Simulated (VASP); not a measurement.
MnS: single point with PBE

The system is MnS.

```
Mn S
1.0
     1.83000    1.05655    2.97092
    -1.83000    1.05655    2.97092
     0.00000   -2.11310    2.97092
Mn S
1 1
Direct
  0.00000 0.00000 0.00000
  0.50000 0.50000 0.50000
```

```yaml
Program: VASP 6.6.1
Task: single point
Functional: PBE
Potentials_or_basis: VASP PAW PBE potentials, release 64 (Mn_pv, S)
Cutoff: 520 eV
k_mesh: 8 × 8 × 8
Occupations: fermi-dirac, width 0.05 eV
Spin: collinear spin, ferromagnetic start
Starting_moments: "[4.0, 0.0] μB"
Fixed_moment: 4 μB
```

```json
{
  "Pressure": "-8.3 GPa",
  "Net moment": "4.00 μB per cell",
  "Site moments": "Mn +3.79; S -0.00 μB",
  "Valence electrons inside the program's atomic spheres": "Mn 11.36; S 3.69"
}
```

Stress tensor (GPa, compression positive):
```
-8.46  0.00  0.00
 0.00 -8.46  0.00
 0.00  0.00 -8.07
```

Wall time 36 s on 1 thread of Intel(R) Xeon(R) 6975P-C (Granite Rapids), on a shared host, peak memory 0.21 GiB.

Caveat: the total moment is fixed, so each spin has its own Fermi level; a cell with one magnetic atom can't hold antiferromagnetic order, which such compounds often take.
